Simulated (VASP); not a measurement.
# Ru (I4_1/amd) in VASP: notebook, part 2 of 2

VASP 6.6.1.

**4. Relaxation of cell and atoms, PBE, target pressure 44 GPa, at which the enthalpy is minimised**

This run uses another cell than the first one, of 12.96 Å³/atom.

The input, INCAR:

```
SYSTEM = Ru
PREC     = Accurate       ! precision mode
ENCUT    = 500            ! plane-wave cutoff, eV
EDIFF    = 1E-7           ! SCF threshold, eV
ISMEAR   = -1             ! smearing method
SIGMA    = 0.1            ! smearing width, eV
LREAL    = .False.        ! projectors in reciprocal space
LASPH    = .True.         ! aspherical terms in the spheres
NELM     = 120            ! most SCF steps
ALGO     = Normal         ! electronic algorithm
ISIF     = 3              ! what is computed and relaxed
LWAVE    = .False.        ! write WAVECAR
LCHARG   = .False.        ! write CHGCAR
GGA      = PE             ! functional
IBRION   = 2              ! ionic algorithm
NSW      = 60             ! ionic steps
EDIFFG   = -0.005         ! ionic threshold
PSTRESS  = 440.0        
GGA_COMPAT= .False.      
NELMIN   = 4
```

The input, KPOINTS:

```
regular mesh
0
Gamma
  18 18 18
  0 0 0
```

The input, POSCAR:

```
Ru
1.0
   -2.2754351105      2.2754351105      1.2514893108
    2.2754351105     -2.2754351105      1.2514893108
    2.2754351105      2.2754351105     -1.2514893108
Ru
2
Direct
   -0.3750000000     -0.1250000000     -0.2500000000
    0.3750000000      0.1250000000      0.2500000000
```

Potentials or basis: VASP PAW PBE potentials, release 64 (Ru_pv).

On the command line:

```bash
cat potpaw_PBE.64/Ru_pv/POTCAR > POTCAR
mpirun -np 1 vasp_std > vasp.out
```

OUTCAR:

```text
SYSTEM = Ru
   PREC = Accurate
   ENCUT = 500
   EDIFF = 1E-7
   ISMEAR = -1
   LREAL = .False.
   LASPH = .True.
   NELM = 120
   ISIF = 3
   GGA = PE
   IBRION = 2
   NSW = 60
   EDIFFG = -0.005
   PSTRESS = 440.0
   NELMIN = 4

 ion  position               nearest neighbor table
   1  0.625  0.875  0.750-   2 2.36   2 2.36   2 2.36   2 2.36   2 2.95   2 2.95   2 2.95   2 2.95

   2  0.375  0.125  0.250-   1 2.36   1 2.36   1 2.36   1 2.36   1 2.95   1 2.95   1 2.95   1 2.95

  LATTYP: Found a body centered tetragonal cell.
 ALAT       =     4.5508702210
 C/A-ratio  =     0.5500000000

  Lattice vectors:

 A1 = (  -2.2754351105,   2.2754351105,   1.2514893108)
 A2 = (   2.2754351105,  -2.2754351105,   1.2514893108)
 A3 = (   2.2754351105,   2.2754351105,  -1.2514893108)

Analysis of symmetry for initial positions (statically):
[... 479 lines left out ...]

 number of electron      28.0000000 magnetization

 Free energy of the ion-electron system (eV)
  ---------------------------------------------------
  ext. energy  EPLUGINS =         0.00000000
  ---------------------------------------------------
  free energy    TOTEN  =       -16.20545389 eV

  energy without entropy =      -16.09868750  energy(sigma->0) =      -16.15207069

 E-fermi :  13.1009     XC(G=0): -14.0478

 val. band max:       13.0994146255   @ k =  -0.1111  -0.2222   0.1111
 cond. band min:      13.1012725799   @ k =  -0.1111   0.1667   0.0556
 fundamental gap:      0.0018579544
 Fermi energy:        13.1009024888

 k-point     1 :       0.0000    0.0000    0.0000
  band No.  band energies     occupation
      1     -30.5914      2.00000
      2     -30.5914      2.00000
      3     -29.3790      2.00000
      4     -29.3549      2.00000
      5     -29.2167      2.00000
      6     -29.2167      2.00000
[... 481 lines left out ...]
      5     -29.3238      2.00000
      6     -29.1994      2.00000
[... 10 lines left out ...]
     17      16.0302      0.00000
     18      21.5184      0.00000

 [... further k-points ...]
[... 5 lines left out ...]
  --------------------------------------------------------------------------------------
  -------------------------------------------------------------------------------------
  Total        7.4099774      7.4099774      7.4073275      0.0000000     -0.0000000     -0.0000000
  in kB      440.1319219    440.1319219    439.9745242      0.0000000     -0.0000000     -0.0000000
  external PRESSURE =       0.0794560 kB  Pullay stress =     440.0000000 kB
[... 21 lines left out ...]
  energy  without entropy=      -16.0986874950  energy(sigma->0) =      -16.15207069

  enthalpy is  TOTEN    =        -8.7976975055 eV   P V=        7.4077563798

 reached required accuracy - stopping structural energy minimisation
```

OSZICAR:

```text
N       E                     dE             d eps       ncg     rms          rms(c)
DAV:   1     0.282917234548E+03    0.28292E+03   -0.17690E+04 17290   0.170E+03
[... 86 lines left out ...]
DAV:   2    -0.162055171075E+02    0.44271E-02   -0.13061E-02 17424   0.120E+00    0.107E-01
DAV:   3    -0.162053966648E+02    0.12044E-03   -0.90381E-04 18000   0.284E-01    0.544E-02
DAV:   4    -0.162054539736E+02   -0.57309E-04   -0.67883E-05 17742   0.712E-02    0.760E-03
DAV:   5    -0.162054546687E+02   -0.69513E-06   -0.59720E-06 20488   0.237E-02    0.466E-03
DAV:   6    -0.162054540259E+02    0.64276E-06   -0.52487E-07 18156   0.686E-03    0.168E-03
DAV:   7    -0.162054538828E+02    0.14312E-06   -0.22256E-08  8930   0.137E-03    0.156E-04
DAV:   8    -0.162054538854E+02   -0.25907E-08   -0.39291E-09  8804   0.447E-04
   9 F= -.87976975E+01 E0= -.87443143E+01  d E =-.257702E-04
```

Wall time 15 min (1 thread of AMD EPYC 9R45 (Zen 5), shared host); peak memory 0.27 GiB.

Results:

* Free energy: -16.2055 eV
* Relaxed volume: 13.49 Å³/atom
* Relaxed cell: a = 3.487 Å, b = 3.487 Å, c = 3.487 Å, α = 97.77°, β = 97.77°, γ = 136.84°
* Space group after relaxing (to 0.1 Å): I4_1/amd (No. 141)
* Energy change on relaxing (the run minimises the enthalpy): -174.6 meV/atom
* Ionic steps: 9
* Pressure after relaxing: 44.0 GPa
* Band gap on the k mesh: zero (bands 14 and 15 overlap by 1.87 eV)

The path:
```
step  energy change (eV)  largest force (eV/Å)  pressure (GPa)  volume (Å³)
   1              0.0000                0.0000           62.11        25.92
   2             -0.7837                0.0000           -7.36        31.81
   3             -0.3631                0.0000           42.54        27.04
   4             -0.3409                0.0000           43.84        26.95
   5             -0.3352                0.0000           44.19        26.93
   6             -0.3416                0.0000           44.30        26.95
   7             -0.3429                0.0000           44.37        26.95
   8             -0.3727                0.0000           42.64        27.06
   9             -0.3492                0.0000           44.01        26.97
```

Final structure:
```
CELL_PARAMETERS angstrom
-2.29300 2.29300 1.28256
2.29300 -2.29300 1.28256
2.29300 2.29300 -1.28256
ATOMIC_POSITIONS crystal
Ru 0.62500 0.87500 0.75000
Ru 0.37500 0.12500 0.25000
```

Levels at points of the mesh, in eV from the Fermi level:
```tsv
k point	band 10	band 11	band 12	band 13	band 14	band 15	band 16	band 17	band 18
(0.00, 0.00, 0.00)	-4.62	-4.01	-0.47	-0.47	-0.39	-0.39	2.35	3.79	7.45
(0.50, 0.00, 0.00)	-4.17	-2.34	-1.67	-0.41	-0.01	1.54	1.61	4.20	8.20
(0.50, 0.50, 0.00)	-4.18	-3.07	-3.07	-0.62	-0.62	0.88	0.88	1.48	1.48
(0.50, 0.50, 0.50)	-4.03	-0.94	-0.94	-0.24	-0.24	0.10	0.10	0.37	0.37
```

Caveat: the cell is relaxed towards a set pressure, so the run minimises the enthalpy, not the energy.
